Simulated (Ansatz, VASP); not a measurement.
# SnO in VASP and in Ansatz

```
Sn O
1.0
     3.80200    0.05703    0.05703
     0.05703    3.80200    0.05703
     0.07254    0.07254    4.83600
Sn O
2 2
Direct
  0.00000 0.50000 0.23850
  0.50000 0.00000 0.76150
  0.00000 0.00000 0.00000
  0.50000 0.50000 0.00000
```

Change from the starting cell: equal xy, yz and zx shear strains of +3 %, crystal datasets.

Alike in both runs: task electric field gradients; functional PBE; k mesh 8 × 8 × 6; occupations fermi-dirac, width 0.01 eV; no spin polarisation.

|  | VASP | Ansatz |
| --- | --- | --- |
| version | VASP 6.6.1 | Ansatz 0.2.0 |
| potentials or method | VASP PAW PBE potentials, release 64 (Sn_d, O), cutoff 520 eV | all-electron PAW with datasets made for the crystal, scalar-relativistic |

Ansatz gave:

* pressure (GPa): 4.4
* traceless stress, the component that is largest in VASP (GPa): -2.44
* rms of the force components (eV/Å): 0.198
* size of Vzz on the site where it differs most (V/Å²): 178.9

**Question.** What did VASP give for the same quantities?

**Answer.** Pressure (GPa): 4.7; traceless stress, the component that is largest in VASP (GPa): -2.43; rms of the force components (eV/Å): 0.230; size of Vzz on the site where it differs most (V/Å²): 171.3.

Atom by atom the forces differ by 0.036 eV/Å (rms over components). Ansatz ran all-electron here, and VASP with PAW potentials.
